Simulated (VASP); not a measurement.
A run of VASP 6.6.1 is set up as follows.

The input POSCAR:

```
In2GaP3
1.0
    4.0705851220      0.0000000000      0.0000000000
   -2.0352925610      3.5252301239      0.0000000000
    0.0000000000      0.0000000000      9.9997414636
Ga In P
1 2 3
Direct
    0.0000000000      0.0000000000      0.0009124437
    0.6666666667      0.3333333333      0.6736664641
    0.3333333333      0.6666666667      0.3274886961
    0.6666666667      0.3333333333      0.9295554591
    0.3333333333      0.6666666667      0.5818573306
    0.0000000000      0.0000000000      0.2365196066
```

The input INCAR.step1:

```
SYSTEM = In2GaP3
PREC = Accurate ; ENCUT = 520
ISMEAR = 0 ; SIGMA = 0.01
LREAL = .False. ; LASPH = .True.
NELM = 100 ; NBANDS = 36
GGA = PE ; ALGO = Normal
EDIFF = 1E-4 ; LWAVE = .True.
LCHARG = .False.
```

INCAR.step2

```
SYSTEM = In2GaP3
PREC = Accurate ; ENCUT = 520
EDIFF = 1E-6 ; ISMEAR = 0
SIGMA = 0.01 ; LREAL = .False.
LASPH = .True. ; NELM = 100
ALGO = Normal ; ISIF = 2
LWAVE = .False. ; LCHARG = .True.
METAGGA = R2SCAN ; LMIXTAU = .True.
LELF = .True. ; LVHAR = .True.
NBANDS = 36 ; ISTART = 1
```

KPOINTS

```
regular mesh
0
Gamma
  12 12 4
  0 0 0
```

Potentials or basis: VASP PAW PBE potentials, release 64 (Ga_d, In_d, P).

Launch:

```bash
$ cat potpaw_PBE.64/Ga_d/POTCAR potpaw_PBE.64/In_d/POTCAR potpaw_PBE.64/P/POTCAR > POTCAR
$ cp INCAR.step1 INCAR
$ mpirun -np 1 vasp_std > vasp.out
$ cp INCAR.step2 INCAR
$ mpirun -np 1 vasp_std > vasp.out
```

Task: Estimate the pressure.

Result: -0.1 GPa.

Task: Estimate the band gap on the k mesh.

Result: 0.94 eV.

Task: Estimate the largest force.

Result: 0.011 eV/Å.

Forces on the atoms (eV/Å):
```
Ga   0.000  0.000 -0.004
In   0.000  0.000 -0.001
In   0.000  0.000 -0.005
P    0.000  0.000 -0.011
P    0.000  0.000  0.009
P    0.000  0.000  0.011
```

Caveat: the PAW data sets were made with another functional, which shifts forces and pressure a little; spin-orbit coupling is left out, which moves the levels of the heavy elements. A k mesh can miss the band edges.
